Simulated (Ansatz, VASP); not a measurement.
## CrGaC4N4: VASP beside Ansatz

The input INCAR:

```
PREC = Accurate
ENCUT = 520
EDIFF = 1E-6
ISMEAR = 0
SIGMA = 0.1
LREAL = F
LASPH = T
NELM = 150
ALGO = Normal
ISIF = 2
LWAVE = F
LCHARG = F
ISPIN = 2
MAGMOM = 3 0 0 0 0 0 0 0 0 0
LORBIT = 11
LMAXMIX = 4
GGA = PE
NBANDS = 46
```

Contents of KPOINTS:

```
Automatic mesh
0
Gamma
  4 4 4
```

File POSCAR:

```
CrGaC4N4
1.0
    5.8808898400      0.0000000000      0.0000000000
    0.0000000000      5.8808898400      0.0000000000
    0.0000000000      0.0000000000      5.8808898400
Cr Ga C N
1 1 4 4
Direct
    0.0000000000      0.0000000000      0.0000000000
    0.5000000000      0.5000000000      0.5000000000
    0.1902611400      0.1902611400      0.1902611400
    0.1902611400      0.8097388600      0.8097388600
    0.8097388600      0.1902611400      0.8097388600
    0.8097388600      0.8097388600      0.1902611400
    0.3051246800      0.3051246800      0.3051246800
    0.3051246800      0.6948753200      0.6948753200
    0.6948753200      0.3051246800      0.6948753200
    0.6948753200      0.6948753200      0.3051246800
```

Input for Ansatz:

```yaml
crystal:
  lattice:
    - [5.88088984, 0.0, 0.0]
    - [0.0, 5.88088984, 0.0]
    - [0.0, 0.0, 5.88088984]
  atoms:
    - { symbol: Cr, position: [0.0, 0.0, 0.0], spin: 3.0 }
    - { symbol: Ga, position: [0.5, 0.5, 0.5] }
    - { symbol: C, position: [0.19026114, 0.19026114, 0.19026114] }
    - { symbol: C, position: [0.19026114, 0.80973886, 0.80973886] }
    - { symbol: C, position: [0.80973886, 0.19026114, 0.80973886] }
    - { symbol: C, position: [0.80973886, 0.80973886, 0.19026114] }
    - { symbol: "N", position: [0.30512468, 0.30512468, 0.30512468] }
    - { symbol: "N", position: [0.30512468, 0.69487532, 0.69487532] }
    - { symbol: "N", position: [0.69487532, 0.30512468, 0.69487532] }
    - { symbol: "N", position: [0.69487532, 0.69487532, 0.30512468] }
basis:
  ecutwfc: 420
kpoints:
  mp_grid: { grid: [4, 4, 4] }
hamiltonian:
  xc: pbe
scf:
  occupations: { method: gaussian, width: 0.1 }
  lower_state_search: "off"
output:
  forces: true
  stress: true
  eigenvalues: true
  populations: true
magnetization:
  spin_polarized: true
```

Alike in both runs: task single point; functional PBE; k mesh 4 × 4 × 4; occupations gaussian, width 0.1 eV; collinear spin.

```csv
,VASP,Ansatz
version,VASP 6.6.1,Ansatz 0.2.0
potentials or method,"VASP PAW PBE potentials, release 64 (Cr_pv, Ga_d, C, N), cutoff 520 eV","scalar-relativistic, plane waves, PAW"
valence electrons in the cell,61,63
```

```csv
,VASP,Ansatz,Ansatz less VASP
gap on the k mesh at the Fermi level (eV),0.85,0.84,-0.008
least direct gap on the mesh (eV),0.85,0.84,-0.008
pressure (GPa),1.1,0.8,-0.38
rms of the force components (eV/Å),1.110,0.975,-0.1351
net moment per atom (μB),0.50,0.50,0.000
size of the moment on the site where the two differ most (μB),3.26,2.54,-0.719
```

Site moments also hang on the region over which each program counts them. Atom by atom the forces differ by 0.182 eV/Å (rms over components). VASP's potentials hold 61 valence electrons a cell and Ansatz's 63, so a difference there can come from the potentials and not from the codes.

Noted on VASP's run: the standard files for N, O and F lose accuracy on very short bonds.
